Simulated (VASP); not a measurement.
# EuBi in VASP: single point with PBE

Aim: the single point of EuBi with PBE.

Everything below comes from runs of VASP 6.6.1. Logs are shortened: lines on timing, memory, paths and dates and some standing lists are left out, and cuts for length are marked.

**1. The cell of the first run**

The typed cell holds 4 atoms: a = 5.424 Å, b = 5.424 Å, c = 4.450 Å, α = 90.00°, β = 90.00°, γ = 90.00°.

**2. Single point, PBE**

File INCAR:

```
PREC     = Accurate       # precision mode
ENCUT    = 690            # plane-wave cutoff, eV
EDIFF    = 1E-6           # SCF threshold, eV
ISMEAR   = 0              # smearing method
SIGMA    = 0.05           # smearing width, eV
LREAL    = F              # projectors in reciprocal space
LASPH    = T              # aspherical terms in the spheres
NELM     = 300            # most SCF steps
ALGO     = All            # electronic algorithm
ISIF     = 2              # what is computed and relaxed
LWAVE    = F              # write WAVECAR
LCHARG   = F              # write CHGCAR
GGA      = PE             # functional
NBANDS   = 40             # bands
GGA_COMPAT= F            
LMAXMIX  = 6              # l up to which the mixer works
ISEARCH  = 1            
KPAR     = 4
```

File KPOINTS:

```
regular mesh
0
Gamma
  6 6 8
```

File POSCAR:

```
EuBi
1.0
    5.4236294290      0.0000000000      0.0000000000
    0.0000000000      5.4236294290      0.0000000000
    0.0000000000      0.0000000000      4.4501224310
Eu Bi
2 2
Direct
    0.5000000000      0.0000000000      0.4999627119
    0.0000000000      0.5000000000      0.5000372881
    0.0000000000      0.0000000000      0.0000000000
    0.5000000000      0.5000000000      0.0000000000
```

Potentials or basis: VASP PAW PBE potentials, release 64 (Eu, Bi_d).

Launch:

```
cat potpaw_PBE.64/Eu/POTCAR potpaw_PBE.64/Bi_d/POTCAR > POTCAR
mpirun -np 4 vasp_std > vasp.out
```

OUTCAR:

```text
PREC = Accurate
   ENCUT = 690
   EDIFF = 1E-6
   ISMEAR = 0
   LREAL = F
   LASPH = T
   NELM = 300
   ISIF = 2
   GGA = PE

 ion  position               nearest neighbor table
   1  0.500  0.000  0.500-   3 3.51   4 3.51   4 3.51   3 3.51   4 3.51   3 3.51   3 3.51   4 3.51

   2  0.000  0.500  0.500-   3 3.51   4 3.51   3 3.51   4 3.51   3 3.51   3 3.51   4 3.51   4 3.51

   3  0.000  0.000  0.000-   1 3.51   2 3.51   2 3.51   1 3.51   2 3.51   2 3.51   1 3.51   1 3.51
                             4 3.84   4 3.84   4 3.84   4 3.84
   4  0.500  0.500  0.000-   1 3.51   2 3.51   1 3.51   2 3.51   2 3.51   1 3.51   2 3.51   1 3.51
                             3 3.84   3 3.84   3 3.84   3 3.84

  LATTYP: Found a simple tetragonal cell.
 ALAT       =     5.4236294290
 C/A-ratio  =     0.8205063582

  Lattice vectors:

 A1 = (   5.4236294290,   0.0000000000,   0.0000000000)
 A2 = (   0.0000000000,   5.4236294290,   0.0000000000)
 A3 = (   0.0000000000,   0.0000000000,   4.4501224310)

Analysis of symmetry for initial positions (statically):
=====================================================================
 Subroutine PRICEL returns:
 Original cell was already a primitive cell.

 Routine SETGRP: Setting up the symmetry group for a
 simple tetragonal supercell.

 Subroutine GETGRP returns: Found 16 space group operations
 (whereof  8 operations were pure point group operations)
 out of a pool of 16 trial point group operations.

The static configuration has the point symmetry D_2d.
 The point group associated with its full space group is D_4h.

Analysis of symmetry for dynamics (positions and initial velocities):
=====================================================================
 Subroutine PRICEL returns:
 Original cell was already a primitive cell.

 Routine SETGRP: Setting up the symmetry group for a
 simple tetragonal supercell.

 Subroutine GETGRP returns: Found 16 space group operations
 (whereof  8 operations were pure point group operations)
 out of a pool of 16 trial point group operations.

The dynamic configuration has the point symmetry D_2d.
 The point group associated with its full space group is D_4h.

 Subroutine INISYM returns: Found 16 space group operations
 (whereof  8 operations are pure point group operations),
 and found     1 'primitive' translations

----------------------------------------------------------------------------------------

                                     Primitive cell

  volume of cell :     130.9037

  direct lattice vectors                    reciprocal lattice vectors
     5.423629429  0.000000000  0.000000000     0.184378379  0.000000000  0.000000000
     0.000000000  5.423629429  0.000000000     0.000000000  0.184378379  0.000000000
     0.000000000  0.000000000  4.450122431     0.000000000  0.000000000  0.224712919

  length of vectors
     5.423629429  5.423629429  4.450122431     0.184378379  0.184378379  0.224712919

  position of ions in fractional coordinates (direct lattice)
     0.500000000  0.000000000  0.499962712
     0.000000000  0.500000000  0.500037288
     0.000000000  0.000000000  0.000000000
     0.500000000  0.500000000  0.000000000

  ion indices of the primitive-cell ions
   primitive index   ion index
                 1           1
                 2           2
                 3           3
                 4           4

----------------------------------------------------------------------------------------

 KPOINTS: regular mesh

Automatic generation of k-mesh.
 Grid dimensions read from file:
 generate k-points for:    6    6    8

 Generating k-lattice:

  Cartesian coordinates                     Fractional coordinates (reciprocal lattice)
     0.030729730  0.000000000  0.000000000     0.166666667  0.000000000  0.000000000
     0.000000000  0.030729730  0.000000000     0.000000000  0.166666667  0.000000000
     0.000000000  0.000000000  0.028089115     0.000000000  0.000000000  0.125000000

  Length of vectors
     0.030729730  0.030729730  0.028089115

  Shift w.r.t. Gamma in fractional coordinates (k-lattice)
     0.000000000  0.000000000  0.000000000

 Subroutine IBZKPT returns following result:
 ===========================================

 Found     50 irreducible k-points:

 Following reciprocal coordinates:
            Coordinates               Weight
  0.000000  0.000000  0.000000      1.000000
  0.166667  0.000000  0.000000      4.000000
  0.333333  0.000000  0.000000      4.000000
  0.500000  0.000000  0.000000      2.000000
  0.166667  0.166667  0.000000      4.000000
  0.333333  0.166667  0.000000      8.000000
[... 16 lines left out ...]
  0.333333  0.000000  0.250000      8.000000
  0.500000  0.000000  0.250000      4.000000
 [... further k-points ...]
   k-points           NKPTS =     50   k-points in BZ     NKDIM =     50   number of bands    NBANDS=     40
   number of dos      NEDOS =    301   number of ions     NIONS =      4
   total plane-waves  NPLWV =  92160
   dimension x,y,z NGX =    48 NGY =   48 NGZ =   40
   dimension x,y,z NGXF=    96 NGYF=   96 NGZF=   80
   ions per type =               2   2
   NGX,Y,Z   is equivalent  to a cutoff of  14.71, 14.71, 14.94 a.u.
   NGXF,Y,Z  is equivalent  to a cutoff of  29.43, 29.43, 29.89 a.u.
 SYSTEM =  unknown system
   PREC   = accura    normal or accurate (medium, high low for compatibility)
   ISTART =      0    job   : 0-new  1-cont  2-samecut
   ICHARG =      2    charge: 1-file 2-atom 10-const
   ISPIN  =      1    spin polarized calculation?
   LNONCOLLINEAR =      F non collinear calculations
   LSORBIT =      F    spin-orbit coupling
   LASPH  =      T    aspherical Exc in radial PAW
   ENCUT  =  690.0 eV  50.71 Ry    7.12 a.u.  11.62 11.62  9.53*2*pi/ulx,y,z
   NELM   =    300;   NELMIN=  2; NELMDL= -5     # of ELM steps
   EDIFF  = 0.1E-05   stopping-criterion for ELM
   LREAL  =      F    real-space projection
   EDIFFG = 0.1E-04   stopping-criterion for IOM
   NSW    =      0    number of steps for IOM
   IBRION =     -1    ionic relax: 0-MD 1-quasi-New 2-CG
   NFREE  =      0    steps in history (QN), initial steepest desc. (CG)
   ISIF   =      2    stress and relaxation
   ISYM   =      2    0-nonsym 1-usesym 2-fastsym
   POTIM  = 0.5000    time-step for ionic-motion
   TEBEG  =    0.0;   TEEND  =   0.0 temperature during run
   PSTRESS=    0.0 pullay stress
   NELECT =      64.0000    total number of electrons
   NUPDOWN=      -1.0000    fix difference up-down
   EMIN   =  10.00;   EMAX   =-10.00  energy-range for DOS
   EFERMI =   0.00;   METHOD = LEGACY
   ISMEAR =     0;   SIGMA  =   0.05  broadening in eV -4-tet -1-fermi 0-gaus
   EFERMI_NEDOS =   21; number of points for ismear=-14 and -15
   IALGO  =     58    algorithm
   IMIX   =      4    mixing-type and parameters
     AMIX     =   0.40;   BMIX     =  1.00
     AMIX_MAG =   1.60;   BMIX_MAG =  1.00
  volume/ion in A,a.u.               =      32.73       220.85
  Fermi-wavevector in a.u.,A,eV,Ry     =   1.289687  2.437154 22.630453  1.663291
  Thomas-Fermi vector in A             =   2.421564
   LORBIT       =      0    0 simple, 1 ext, 2 COOP (PROOUT), +10 PAW based schemes
   GGA     = PE    functional components
   LHFCALC =     F    Hartree Fock is set to
   AEXX    =    0.0000 exact exchange contribution
   IVDW    =     0    specifies the selected vdW correction
   LEPSILON=     F    determine dielectric tensor
   LRPA    =     F    only Hartree local field effects (RPA)
 non-spin polarized calculation
 Gauss-broadening in eV      SIGMA  =   0.05
  energy-cutoff  :      690.00
  volume of cell :      130.90
 maximum number of plane-waves:      5420
 NGX is ok and might be reduce to    48
   NGX = 23   NGY = 23   NGZ = 19

 number of electron      64.0000021 magnetization

 Free energy of the ion-electron system (eV)
  ---------------------------------------------------
  ext. energy  EPLUGINS =         0.00000000
  ---------------------------------------------------
  free energy    TOTEN  =       -19.29326958 eV

  energy without entropy =      -19.21230906  energy(sigma->0) =      -19.25278932

 E-fermi :   5.3705     XC(G=0):  -9.9735

 val. band max:        5.3718670502   @ k =   0.3333   0.0000   0.5000
 cond. band min:       5.3723427570   @ k =   0.3333   0.3333   0.5000
 fundamental gap:      0.0004757068
 Fermi energy:         5.3704834645

 k-point     1 :       0.0000    0.0000    0.0000
  band No.  band energies     occupation
      1     -35.7887      2.00000
      2     -35.7599      2.00000
      3     -17.0689      2.00000
      4     -17.0640      2.00000
      5     -17.0276      2.00000
      6     -17.0177      2.00000
[... 32 lines left out ...]
     39       5.6591      0.00000
     40       5.8534      0.00000

 k-point     2 :       0.1667    0.0000    0.0000
  band No.  band energies     occupation
      1     -35.7867      2.00000
      2     -35.7618      2.00000
      3     -17.0630      2.00000
      4     -17.0623      2.00000
      5     -17.0307      2.00000
      6     -17.0183      2.00000
[... 32 lines left out ...]
     39       5.6919      0.00000
     40       5.8057      0.00000

 k-point     3 :       0.3333    0.0000    0.0000
  band No.  band energies     occupation
      1     -35.7814      2.00000
      2     -35.7670      2.00000
      3     -17.0571      2.00000
      4     -17.0469      2.00000
      5     -17.0388      2.00000
      6     -17.0186      2.00000
[... 32 lines left out ...]
     39       5.6952      0.00000
     40       5.7339      0.00000

 k-point     4 :       0.5000    0.0000    0.0000
  band No.  band energies     occupation
      1     -35.7742      2.00000
      2     -35.7742      2.00000
      3     -17.0487      2.00000
      4     -17.0487      2.00000
      5     -17.0242      2.00000
      6     -17.0242      2.00000
[... 32 lines left out ...]
     39       5.6946      0.00000
     40       5.6946      0.00000
[... 772 lines left out ...]
     39       5.6528      0.00000
     40       5.6600      0.00000

 k-point    23 :       0.3333    0.0000    0.2500
  band No.  band energies     occupation
      1     -35.7805      2.00000
      2     -35.7661      2.00000
      3     -17.0621      2.00000
      4     -17.0464      2.00000
      5     -17.0381      2.00000
      6     -17.0235      2.00000
[... 32 lines left out ...]
     39       5.5897      0.00000
     40       5.6399      0.00000

 k-point    24 :       0.5000    0.0000    0.2500
  band No.  band energies     occupation
      1     -35.7733      2.00000
      2     -35.7733      2.00000
      3     -17.0498      2.00000
      4     -17.0498      2.00000
      5     -17.0241      2.00000
      6     -17.0241      2.00000
[... 32 lines left out ...]
     39       5.6184      0.00000
     40       5.6184      0.00000

 [... further k-points ...]

------------------------ aborting loop because EDIFF is reached ----------------------------------------

  FORCE on cell =-STRESS in cart. coord.  units (eV):
  Direction    XX          YY          ZZ          XY          YZ          ZX
  --------------------------------------------------------------------------------------
  -------------------------------------------------------------------------------------
  Total       -1.7052333     -1.7052333     -3.6777057      0.0000000      0.0000000      0.0000000
  in kB      -20.8709591    -20.8709591    -45.0127530      0.0000000      0.0000000      0.0000000
  external PRESSURE =     -28.9182237 kB  Pullay stress =       0.0000000 kB

 VOLUME and BASIS-vectors are now :
 -----------------------------------------------------------------------------
  energy-cutoff  :      690.00
  volume of cell :      130.90
      direct lattice vectors                 reciprocal lattice vectors
     5.423629429  0.000000000  0.000000000     0.184378379  0.000000000  0.000000000
     0.000000000  5.423629429  0.000000000     0.000000000  0.184378379  0.000000000
     0.000000000  0.000000000  4.450122431     0.000000000  0.000000000  0.224712919

 POSITION                                       TOTAL-FORCE (eV/Angst)
 -----------------------------------------------------------------------------------
      2.71181      0.00000      2.22490         0.000000     -0.000000      0.000411
      0.00000      2.71181      2.22523        -0.000000     -0.000000     -0.000411
      0.00000      0.00000      0.00000        -0.000000     -0.000000     -0.000000
      2.71181      2.71181      0.00000         0.000000      0.000000     -0.000000
 -----------------------------------------------------------------------------------
    total drift:                                0.000000      0.000000      0.000000

  FREE ENERGIE OF THE ION-ELECTRON SYSTEM (eV)
  ---------------------------------------------------
  free  energy   TOTEN  =       -19.2932695819 eV

  energy  without entropy=      -19.2123134648  energy(sigma->0) =      -19.25279152
```

It took 4.9 min on 4 MPI ranks of Intel Xeon 6975P-C (Granite Rapids), shared host; peak memory 0.89 GiB.

What came out:

- Free energy: -19.2933 eV
- Pressure: -2.9 GPa
- Band gap on the k mesh: zero (bands 32 and 33 overlap by 0.04 eV)

Levels at points of the mesh, in eV from the Fermi level:
```csv
k point,band 30,band 31,band 32,band 33,band 34,band 35
"(0.00, 0.00, 0.00)",-0.06,-0.02,-0.02,0.05,0.09,0.09
"(0.50, 0.00, 0.00)",-0.15,-0.03,-0.03,0.02,0.02,0.04
"(0.50, 0.50, 0.00)",-0.10,-0.09,-0.09,0.08,0.08,0.16
"(0.00, 0.00, 0.50)",-0.04,0.00,0.00,0.04,0.04,0.04
"(0.50, 0.00, 0.50)",-0.14,-0.02,-0.02,0.01,0.01,0.05
"(0.50, 0.50, 0.50)",-0.17,-0.08,-0.08,-0.01,-0.01,0.09
```

Caveat: spin-orbit coupling is left out, which moves the levels of the heavy elements; semilocal functionals describe open f shells poorly, which spoils levels, moments and volumes. Spin polarisation is off, so any magnetic state and its effect on volume and gap are missing.
